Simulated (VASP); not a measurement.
# Al6H in VASP: a series of runs, part 2 of 2

VASP 6.6.1. The steps go on from the part before.

### 3 Single point, PBE

Input file INCAR:

```
SYSTEM = Al6H
ALGO = Normal
DIPOL = 0.5 0.5 0.298
EDIFF = 1E-6
ENCUT = 520
GGA = PE
IDIPOL = 3
ISIF = 2
ISMEAR = 0
LASPH = .True.
LCHARG = .True.
LDIPOL = .True.
LELF = .True.
LREAL = .False.
LVACPOTAV = .True.
LVHAR = .True.
LWAVE = .False.
NBANDS = 32
NELM = 80
PREC = Accurate
SIGMA = 0.1
```

Input file KPOINTS:

```
k-points
0
Gamma
  6 6 1
  0 0 0
```

Input file POSCAR:

```
Al6H
1.0
    5.7143028096      0.0000000000      0.0000000000
   -2.8571514048      4.9487313980      0.0000000000
    0.0000000000      0.0000000000     22.6016424997
Al H
12 2
Direct
    0.3333333333      0.1666666667      0.1769782882
    0.3333333333      0.6666666667      0.1769782882
    0.8333333333      0.1666666667      0.1769782882
    0.8333333333      0.6666666667      0.1769782882
    0.1666666667      0.3333333333      0.2787817902
    0.1666666667      0.8333333333      0.2787817902
    0.6666666667      0.3333333333      0.2787817902
    0.6666666667      0.8333333333      0.2787817902
    0.0000000000      0.0000000000      0.3805759913
    0.0000000000      0.5000000000      0.3805759913
    0.5000000000      0.0000000000      0.3805759913
    0.5000000000      0.5000000000      0.3805759913
    0.2529210739      0.1666666667      0.4146443118
    0.4137455928      0.1666666667      0.4146443118
```

Potentials or basis: VASP PAW PBE potentials, release 64 (Al, H).

Run with:

```console
$ cat potpaw_PBE.64/Al/POTCAR potpaw_PBE.64/H/POTCAR > POTCAR
$ mpirun -np 1 vasp_std > vasp.out
```

OUTCAR:

```text
SYSTEM = Al6H
   EDIFF = 1E-6
   ENCUT = 520
   GGA = PE
   ISIF = 2
   ISMEAR = 0
   LASPH = .True.
   LREAL = .False.
   NELM = 80
   PREC = Accurate

 ion  position               nearest neighbor table
   1  0.333  0.167  0.177-   5 2.83   6 2.83   7 2.83   4 2.86   2 2.86   2 2.86   4 2.86   3 2.86
                             3 2.86
   2  0.333  0.667  0.177-   6 2.83   5 2.83   8 2.83   3 2.86   1 2.86   1 2.86   3 2.86   4 2.86
                             4 2.86
   3  0.833  0.167  0.177-   7 2.83   8 2.83   5 2.83   4 2.86   2 2.86   4 2.86   2 2.86   1 2.86
                             1 2.86
   4  0.833  0.667  0.177-   8 2.83   7 2.83   6 2.83   3 2.86   1 2.86   3 2.86   1 2.86   2 2.86
                             2 2.86
   5  0.167  0.333  0.279-   9 2.83  12 2.83  10 2.83   1 2.83   2 2.83   3 2.83   8 2.86   6 2.86
                             6 2.86   8 2.86   7 2.86   7 2.86
   6  0.167  0.833  0.279-  10 2.83  11 2.83   9 2.83   2 2.83   1 2.83   4 2.83   7 2.86   5 2.86
                             5 2.86   7 2.86   8 2.86   8 2.86
   7  0.667  0.333  0.279-  11 2.83  10 2.83  12 2.83   3 2.83   4 2.83   1 2.83   8 2.86   6 2.86
                             8 2.86   6 2.86   5 2.86   5 2.86
   8  0.667  0.833  0.279-  12 2.83   9 2.83  11 2.83   4 2.83   3 2.83   2 2.83   7 2.86   5 2.86
                             7 2.86   5 2.86   6 2.86   6 2.86
   9  0.000  0.000  0.381-  13 1.49   5 2.83   8 2.83   6 2.83  12 2.86  10 2.86  10 2.86  12 2.86
                            11 2.86  11 2.86
  10  0.000  0.500  0.381-   6 2.83   7 2.83   5 2.83   9 2.86  11 2.86   9 2.86  11 2.86  12 2.86
                            12 2.86
  11  0.500  0.000  0.381-  14 1.49   7 2.83   6 2.83   8 2.83  12 2.86  10 2.86  12 2.86  10 2.86
                             9 2.86   9 2.86
  12  0.500  0.500  0.381-  14 1.88  13 1.88   8 2.83   5 2.83   7 2.83   9 2.86  11 2.86  11 2.86
                             9 2.86  10 2.86  10 2.86
  13  0.253  0.167  0.415-   9 1.49  12 1.88
  14  0.414  0.167  0.415-  11 1.49  12 1.88

  LATTYP: Found a hexagonal cell.
 ALAT       =     5.7143028096
 C/A-ratio  =     3.9552756045

  Lattice vectors:

 A1 = (   5.7143028096,   0.0000000000,   0.0000000000)
 A2 = (  -2.8571514048,   4.9487313980,   0.0000000000)
 A3 = (   0.0000000000,   0.0000000000,  22.6016424997)

Analysis of symmetry for initial positions (statically):
=====================================================================
 Subroutine PRICEL returns:
 Original cell was already a primitive cell.

 Routine SETGRP: Setting up the symmetry group for a
 hexagonal supercell.

 Subroutine GETGRP returns: Found  2 space group operations
 (whereof  1 operations were pure point group operations)
 out of a pool of 24 trial point group operations.

The static configuration has the point symmetry C_1 .
 The point group associated with its full space group is C_1h.

Analysis of symmetry for dynamics (positions and initial velocities):
=====================================================================
 Subroutine PRICEL returns:
 Original cell was already a primitive cell.

 Routine SETGRP: Setting up the symmetry group for a
 hexagonal supercell.

 Subroutine GETGRP returns: Found  2 space group operations
 (whereof  1 operations were pure point group operations)
 out of a pool of 24 trial point group operations.

The dynamic configuration has the point symmetry C_1 .
 The point group associated with its full space group is C_1h.

 Subroutine INISYM returns: Found  2 space group operations
 (whereof  1 operations are pure point group operations),
[... 105 lines left out ...]
   LASPH  =      T    aspherical Exc in radial PAW
   ENCUT  =  520.0 eV  38.22 Ry    6.18 a.u.  10.62 10.62 42.02*2*pi/ulx,y,z
   NELM   =     80;   NELMIN=  2; NELMDL= -5     # of ELM steps
   EDIFF  = 0.1E-05   stopping-criterion for ELM
   LREAL  =      F    real-space projection
   EDIFFG = 0.1E-04   stopping-criterion for IOM
   NSW    =      0    number of steps for IOM
   IBRION =     -1    ionic relax: 0-MD 1-quasi-New 2-CG
   NFREE  =      0    steps in history (QN), initial steepest desc. (CG)
   ISIF   =      2    stress and relaxation
   ISYM   =      2    0-nonsym 1-usesym 2-fastsym
   POTIM  = 0.5000    time-step for ionic-motion
   TEBEG  =    0.0;   TEEND  =   0.0 temperature during run
   PSTRESS=    0.0 pullay stress
   NELECT =      38.0000    total number of electrons
   NUPDOWN=      -1.0000    fix difference up-down
   EMIN   =  10.00;   EMAX   =-10.00  energy-range for DOS
   EFERMI =   0.00;   METHOD = LEGACY
   ISMEAR =     0;   SIGMA  =   0.10  broadening in eV -4-tet -1-fermi 0-gaus
   EFERMI_NEDOS =   21; number of points for ismear=-14 and -15
   IALGO  =     38    algorithm
   IMIX   =      4    mixing-type and parameters
     AMIX     =   0.40;   BMIX     =  1.00
     AMIX_MAG =   1.60;   BMIX_MAG =  1.00
  volume/ion in A,a.u.               =      45.65       308.08
  Fermi-wavevector in a.u.,A,eV,Ry     =   0.638955  1.207450  5.554763  0.408264
  Thomas-Fermi vector in A             =   1.704469
   LORBIT       =      0    0 simple, 1 ext, 2 COOP (PROOUT), +10 PAW based schemes
   GGA     = PE    functional components
   LHFCALC =     F    Hartree Fock is set to
   AEXX    =    0.0000 exact exchange contribution
   IVDW    =     0    specifies the selected vdW correction
   LEPSILON=     F    determine dielectric tensor
   LRPA    =     F    only Hartree local field effects (RPA)
 non-spin polarized calculation
 Gauss-broadening in eV      SIGMA  =   0.10
  energy-cutoff  :      520.00
  volume of cell :      639.14
 maximum number of plane-waves:     17305
   NGX = 21   NGY = 21   NGZ = 85

 dipolmoment           0.000000      0.000000      0.003870 electrons x Angstroem

 number of electron      38.0000001 magnetization

 dipolmoment           0.000000      0.000000     -0.020232 electrons x Angstroem

 Free energy of the ion-electron system (eV)
  ---------------------------------------------------
  ext. energy  EPLUGINS =         0.00000000
  ---------------------------------------------------
  free energy    TOTEN  =       -46.10814453 eV

  energy without entropy =      -46.08157177  energy(sigma->0) =      -46.09485815

 E-fermi :  -0.0022     XC(G=0):  -3.9872

 val. band max:       -0.0747196706   @ k =   0.5000   0.3333   0.0000
 cond. band min:       0.0227109402   @ k =  -0.1667   0.5000   0.0000
 fundamental gap:      0.0974306108
 Fermi energy:        -0.0021855240

 k-point     1 :       0.0000    0.0000    0.0000
  band No.  band energies     occupation
      1     -12.0637      2.00000
      2     -10.3330      2.00000
      3      -8.2551      2.00000
      4      -5.7486      2.00000
      5      -5.0855      2.00000
      6      -4.8410      2.00000
[... 431 lines left out ...]
     30       3.1970      0.00000
     31       3.3359      0.00000
 [bands above 31 left out]

------------------------ aborting loop because EDIFF is reached ----------------------------------------

  FORCE on cell =-STRESS in cart. coord.  units (eV):
  Direction    XX          YY          ZZ          XY          YZ          ZX
  --------------------------------------------------------------------------------------
  -------------------------------------------------------------------------------------
  Total        6.7907415      2.4805855      3.4152945      0.0000000      1.7003948      0.0000000
  in kB       17.0227862      6.2182425      8.5613372      0.0000000      4.2624884      0.0000000
  external PRESSURE =      10.6007886 kB  Pullay stress =       0.0000000 kB

 VOLUME and BASIS-vectors are now :
 -----------------------------------------------------------------------------
  energy-cutoff  :      520.00
  volume of cell :      639.14
      direct lattice vectors                 reciprocal lattice vectors
     5.714302810  0.000000000  0.000000000     0.174999476  0.101035995  0.000000000
    -2.857151405  4.948731398  0.000000000     0.000000000  0.202071990  0.000000000
     0.000000000  0.000000000 22.601642500     0.000000000  0.000000000  0.044244572

 POSITION                                       TOTAL-FORCE (eV/Angst)
 -----------------------------------------------------------------------------------
      1.42858      0.82479      4.00000         0.000000     -0.016994      0.004085
     -0.00000      3.29915      4.00000        -0.065649     -0.019959     -0.107127
      4.28573      0.82479      4.00000         0.000000      0.057638     -0.084971
      2.85715      3.29915      4.00000         0.065649     -0.019959     -0.107127
      0.00000      1.64958      6.30093         0.078295      0.053264      0.155527
     -1.42858      4.12394      6.30093         0.000000      0.061289      0.179139
      2.85715      1.64958      6.30093        -0.078295      0.053264      0.155527
      1.42858      4.12394      6.30093         0.000000      0.008861      0.002865
      0.00000      0.00000      8.60164        -3.070717     -2.110440     -1.896069
     -1.42858      2.47437      8.60164         0.000000      0.166998     -0.059120
      2.85715      0.00000      8.60164         3.070717     -2.110440     -1.896069
      1.42858      2.47437      8.60164         0.000000      1.134170     -0.542066
      0.96908      0.82479      9.37164        -1.036586      1.371154      2.097703
      1.88808      0.82479      9.37164         1.036586      1.371154      2.097703
 -----------------------------------------------------------------------------------
    total drift:                               -0.000001     -0.000050      0.000324

  FREE ENERGIE OF THE ION-ELECTRON SYSTEM (eV)
  ---------------------------------------------------
  free  energy   TOTEN  =       -46.1081445319 eV

  energy  without entropy=      -46.0815717735  energy(sigma->0) =      -46.09485815

 vacuum level on the upper side and lower side of the slab         3.695         3.824
```

Wall time 8.7 min (1 thread of Intel Xeon Platinum 8259CL at 2.50GHz (Skylake/Cascade Lake), shared host); peak memory 0.73 GiB.

What came out:

* Free energy: -46.1081 eV
* Largest force: 4.181 eV/Å
* Band gap on the k mesh: zero (bands 19 and 20 overlap by 0.79 eV)

Forces in eV/Å, atoms in the order of the input:
```
Al   0.000 -0.017  0.004
Al  -0.066 -0.020 -0.107
Al   0.000  0.058 -0.085
Al   0.066 -0.020 -0.107
Al   0.078  0.053  0.156
Al   0.000  0.061  0.179
Al  -0.078  0.053  0.156
Al   0.000  0.009  0.003
Al  -3.071 -2.110 -1.896
Al   0.000  0.167 -0.059
Al   3.071 -2.110 -1.896
Al   0.000  1.134 -0.542
H   -1.037  1.371  2.098
H    1.037  1.371  2.098
```

### 4 Single point, PBE

Input file INCAR:

```
SYSTEM = Al6H
PREC     = Accurate       ! precision mode
ENCUT    = 520            ! plane-wave cutoff, eV
EDIFF    = 1E-7           ! SCF threshold, eV
ISMEAR   = 0              ! smearing method
SIGMA    = 0.1            ! smearing width, eV
LREAL    = .False.        ! projectors in reciprocal space
LASPH    = .True.         ! aspherical terms in the spheres
NELM     = 60             ! most SCF steps
ALGO     = Normal         ! electronic algorithm
ISIF     = 2              ! what is computed and relaxed
LWAVE    = .False.        ! write WAVECAR
LCHARG   = .False.        ! write CHGCAR
LDIPOL   = .True.       
IDIPOL   = 3            
DIPOL    = 0.5 0.5 0.302
GGA      = PE             ! functional
NBANDS   = 32             ! bands
```

Input file KPOINTS:

```
regular mesh
0
Gamma
  6 6 1
  0 0 0
```

POSCAR: that of step 3 with these lines changed.

```diff
@@ -20,3 +20,3 @@
     0.5000000000      0.5000000000      0.3805759913
-    0.2529210739      0.1666666667      0.4146443118
-    0.4137455928      0.1666666667      0.4146443118
+    0.2529210739      0.1666666667      0.4429608379
+    0.4137455928      0.1666666667      0.4429608379
```

Run with:

```console
$ cat potpaw_PBE.64/Al/POTCAR potpaw_PBE.64/H/POTCAR > POTCAR
$ mpirun -np 1 vasp_std > vasp.out
```

Wall time 9.1 min (1 thread of Intel Xeon Platinum 8259CL at 2.50GHz (Skylake/Cascade Lake), shared host); peak memory 0.72 GiB.

The run converged. Its results:

```yaml
Free_energy: -47.5641 eV
Largest_force: 0.794 eV/Å
Band_gap_on_the_k_mesh: zero (bands 19 and 20 overlap by 0.83 eV)
```

Forces in eV/Å, atoms in the order of the input:
```
Al   0.000 -0.017  0.021
Al  -0.061 -0.016 -0.168
Al   0.000  0.063 -0.153
Al   0.061 -0.016 -0.168
Al   0.007  0.077  0.055
Al   0.000 -0.026  0.038
Al  -0.007  0.077  0.055
Al   0.000 -0.034  0.022
Al  -0.660 -0.320 -0.305
Al   0.000  0.031  0.091
Al   0.660 -0.320 -0.305
Al   0.000  0.447 -0.297
H    0.133  0.026  0.558
H   -0.133  0.026  0.558
```

Levels at points of the mesh, in eV from the Fermi level:
```
           k point  band 17  band 18  band 19  band 20  band 21  band 22
(0.00, 0.00, 0.00)    -2.04    -1.15    -0.59    -0.37    -0.32    -0.25
(0.50, 0.00, 0.00)    -0.54    -0.31    -0.07     0.48     0.84     0.93
(0.00, 0.50, 0.00)    -0.50    -0.32    -0.07     0.21     0.85     0.86
```

### 5 The runs side by side

```csv
cell,gap on the mesh (eV),largest force (eV/Å)
"as given, atomic positions A",none,0.02
"as given, atomic positions B",none,4.18
"as given, atomic positions C",none,0.79
```

Alike in all rows: task single point; level PBE; potentials or basis VASP PAW PBE potentials, release 64 (Al, H); no spin polarisation; k mesh 6 × 6 × 1; cutoff (eV) 520; smearing gaussian 0.1 eV.

Absolute energies hang on the potentials; compare differences alone.
